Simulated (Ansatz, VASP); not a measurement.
**Two plane-wave programs on CoSi2**

File INCAR:

```
SYSTEM = CoSi2
PREC     = Accurate       ! precision mode
ENCUT    = 520            ! plane-wave cutoff, eV
EDIFF    = 1E-6           ! SCF threshold, eV
ISMEAR   = -1             ! smearing method
SIGMA    = 0.1            ! smearing width, eV
LREAL    = .False.        ! projectors in reciprocal space
LASPH    = .True.         ! aspherical terms in the spheres
NELM     = 60             ! most SCF steps
ALGO     = Normal         ! electronic algorithm
ISIF     = 2              ! what is computed and relaxed
LWAVE    = .False.        ! write WAVECAR
LCHARG   = .True.         ! write CHGCAR
GGA      = PE             ! functional
LELF     = .True.         ! ELF
LVHAR    = .True.       
NBANDS   = 16             ! bands
```

File KPOINTS:

```
regular mesh
0
Gamma
  11 11 11
  0 0 0
```

The input POSCAR:

```
CoSi2
1.0
    0.0000000000      2.6252406358      2.6252406358
    2.6252406358      0.0000000000      2.6252406358
    2.6252406358      2.6252406358      0.0000000000
Co Si
1 2
Direct
    0.0000000000      0.0000000000      0.0000000000
    0.2500000000      0.2500000000      0.2500000000
    0.7500000000      0.7500000000      0.7500000000
```

Input for Ansatz:

```yaml
crystal:
  lattice:
    - [0.0, 2.6252406358, 2.6252406358]
    - [2.6252406358, 0.0, 2.6252406358]
    - [2.6252406358, 2.6252406358, 0.0]
  atoms:
    - { symbol: Co, position: [0.0, 0.0, 0.0] }
    - { symbol: Si, position: [0.25, 0.25, 0.25] }
    - { symbol: Si, position: [0.75, 0.75, 0.75] }
kpoints:
  mp_grid: { grid: [11, 11, 11] }
  band_path:
    path:
      - [0.0, 0.0, 0.0]
      - [0.5, 0.0, 0.5]
      - [0.625, 0.25, 0.625]
      - [0.375, 0.375, 0.75]
      - [0.0, 0.0, 0.0]
      - [0.5, 0.5, 0.5]
      - [0.5, 0.25, 0.75]
      - [0.5, 0.0, 0.5]
    npoints: 8
scf:
  occupations: { method: fermi_dirac, width: 0.1 }
hamiltonian:
  xc: pbe
  pseudopotentials: { kind: paw }
output:
  forces: true
  stress: true
  eigenvalues: true
  populations: true
  dos: { projected: true, de: 0.2, e_range: [-14, 8] }
```

Change from the starting cell: volume scaled by 0.94, PAW files.

Alike in both runs: task single point; functional PBE; k mesh 11 × 11 × 11; occupations fermi-dirac, width 0.1 eV; no spin polarisation.

```csv
,VASP,Ansatz
version,VASP 6.6.1,Ansatz 0.2.0
potentials or method,"VASP PAW PBE potentials, release 64 (Co, Si)","PAW with Ansatz's default frozen-core files, scalar-relativistic"
plane-wave cutoff (eV),520,420
valence electrons in the cell,17,25
```

```tsv
	VASP	Ansatz	Ansatz less VASP
pressure (GPa)	12.6	12.8	+0.17
```

VASP's potentials hold 17 valence electrons a cell and Ansatz's 25, so a difference there can come from the potentials and not from the codes.
